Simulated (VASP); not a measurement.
A run of VASP 6.6.1:

The input INCAR:

```
SYSTEM = Mg
  PREC = Accurate
  ENCUT = 520
  EDIFF = 1E-7
  ISMEAR = -1
  SIGMA = 0.1
  LREAL = .FALSE.
  LASPH = .TRUE.
  NELM = 80
  ALGO = Normal
  ISIF = 2
  LWAVE = .FALSE.
  LCHARG = .TRUE.
  GGA = RP
  LELF = .TRUE.
  LVHAR = .TRUE.
  NBANDS = 7
```

The input KPOINTS:

```
Automatic mesh
0
G
  12 12 12
  0 0 0
```

The input POSCAR:

```
Mg
1.0
    3.0945511180      0.0000000000      0.0000000000
    0.0000000000      3.0945511180      0.0000000000
    0.0000000000      0.0000000000      3.0945511180
Mg
1
Direct
    0.0000000000      0.0000000000      0.0000000000
```

Potentials or basis: VASP PAW PBE potentials, release 64 (Mg).

Command:

```sh
$ cat potpaw_PBE.64/Mg/POTCAR > POTCAR
$ mpirun -np 1 vasp_std > vasp.out
```

Hardware: 1 thread of Intel Xeon 6975P-C, with other jobs on the host.

**Question.** How long does it take, and how much memory?

**Answer.** Wall time 17 s on 1 thread of Intel Xeon 6975P-C (shared host), peak memory 0.14 GiB. Counts: scf iterations 12, k points 84.
